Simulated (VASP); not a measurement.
Input of a VASP 6.6.1 run:

INCAR

```
SYSTEM = BN
PREC = Accurate ; ENCUT = 520
EDIFF = 1E-6 ; ISMEAR = 0
SIGMA = 0.05 ; LREAL = .False.
LASPH = .True. ; NELM = 80
ALGO = Normal ; ISIF = 2
LWAVE = .False. ; LCHARG = .False.
GGA = PE ; NBANDS = 16
```

Contents of KPOINTS:

```
Automatic mesh
0
Gamma
  12 12 6
  0 0 0
```

POSCAR

```
BN
1.0
    2.5162613945      0.0000000000      0.0000000000
   -1.2581306973      2.1791462902      0.0000000000
    0.0000000000      0.0000000000      4.2245145352
B N
2 2
Direct
    0.6666666667      0.3333333333      0.9998058547
    0.3333333333      0.6666666667      0.4998058547
    0.6666666667      0.3333333333      0.6251941453
    0.3333333333      0.6666666667      0.1251941453
```

Potentials or basis: VASP PAW PBE potentials, release 64 (B, N).

The run is started by

```bash
$ cat potpaw_PBE.64/B/POTCAR potpaw_PBE.64/N/POTCAR > POTCAR
$ mpirun -np 1 vasp_std > vasp.out
```

Predict the band gap on the k mesh.

5.11 eV, indirect (least direct gap 8.23 eV).

What does it give for the pressure?

12.3 GPa.

Predict the largest force.

0.049 eV/Å.

Stress tensor (GPa, compression positive):
```
17.36  0.00  0.00
 0.00 17.36  0.00
 0.00  0.00  2.08
```

Caveat: the cell differs from its parent crystal (strain -0.015 along x and y, +0.000 along z). A k mesh can miss the band edges.
